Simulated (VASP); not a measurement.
Crystal: SnTe.

```
Sn Te
1.0
     5.39676    0.00000    0.00000
    -2.69838    4.67373    0.00000
     0.00000    0.00000    6.48780
Sn Te
2 2
Direct
  0.33333 0.66667 0.95402
  0.66667 0.33333 0.45402
  0.33333 0.66667 0.42098
  0.66667 0.33333 0.92098
```

Base run:

| Quantity | Value |
| --- | --- |
| Program | VASP 6.6.1 |
| Functional | r2SCAN |
| Potentials or basis | VASP PAW PBE potentials, release 64 (Sn_d, Te) |
| Cutoff | 520 eV |
| k mesh | 6 × 6 × 4 |
| Occupations | gaussian, width 0.01 eV |
| Spin | no spin polarisation |

Its results: band gap on the k mesh 0.65 eV (least direct gap 0.85 eV); pressure 0.0 GPa; largest force 0.008 eV/Å.

Problem. The run is repeated on the same cell with these changes: functional from r2SCAN to PBE; further incar settings from ALGO = Normal; EDIFF = 1e-07; NBANDS = 28 to ALGO = Normal; EDIFF = 1e-06; NBANDS = 28. What comes out?

Solution. Band gap on the k mesh 0.63 eV (least direct gap 0.73 eV); pressure 0.6 GPa; largest force 0.082 eV/Å.

Caveats: spin-orbit coupling is left out, which moves the levels of the heavy elements; the PAW data sets were made with another functional, which shifts forces and pressure a little (at least some runs).

A k mesh can miss the band edges.
